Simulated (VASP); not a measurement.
MgC18, 19 atoms in the cell. The cell holds a slab with vacuum, 19 atoms: a = 7.398 Å, b = 7.398 Å, c = 12.000 Å, α = 90.00°, β = 90.00°, γ = 120.00°. 

| Property | Result |
| --- | --- |
| Program | VASP 6.6.1 |
| Task | single point |
| Functional | PBE |
| Dispersion | D3(BJ) |
| Potentials or basis | VASP PAW PBE potentials, release 64 (C, Mg) |
| Cutoff | 520 eV |
| k mesh | 2 × 2 × 1 |
| Occupations | fermi-dirac, width 0.05 eV |
| Spin | no spin polarisation |
| Dipole correction | no |
| Further INCAR settings | LREAL = Auto; ALGO = Normal; EDIFF = 1e-06; NBANDS = 52 |

Potentials or basis: VASP PAW PBE potentials, release 64 (C, Mg).

The run is started by

```bash
$ cat potpaw_PBE.64/C/POTCAR potpaw_PBE.64/Mg/POTCAR > POTCAR
$ mpirun -np 1 vasp_std > vasp.out
```

Hardware: 1 thread of Intel Xeon 8259CL, with other jobs on the host.

How long does it take, and how much memory?

It took 8.2 min on 1 thread of Intel Xeon 8259CL, on a shared host, peak memory 0.58 GiB. Counts: scf iterations 21, k points 4.
